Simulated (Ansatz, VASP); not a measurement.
# Two plane-wave programs on LiBr

```xyz
2
Lattice="0.0000 2.6874 2.6874 2.6874 0.0000 2.6874 2.6874 2.6874 0.0000" Properties=species:S:1:pos:R:3 pbc="T T T"
Li    0.0000    0.0000    0.0000
Br    2.6874    2.6874    2.6874
```

Alike in both runs: task single point; functional PBEsol; k mesh 8 × 8 × 8; no spin polarisation.

```csv
,VASP,Ansatz
version,VASP 6.6.1,Ansatz 0.2.0
potentials or method,"VASP PAW PBE potentials, release 64 (Li_sv, Br), cutoff 750 eV","scalar-relativistic, plane waves, PAW"
occupations,"gaussian, width 0.01 eV",fixed
valence electrons in the cell,10,10
```

|  | VASP | Ansatz | Ansatz less VASP |
| --- | --- | --- | --- |
| gap on the k mesh at the Fermi level (eV) | 5.08 | 5.08 | -0.001 |
| least direct gap on the mesh (eV) | 5.08 | 5.08 | -0.001 |
| pressure (GPa) | 0.6 | 0.6 | +0.02 |

VASP's potentials were made for PBE, not for PBEsol.
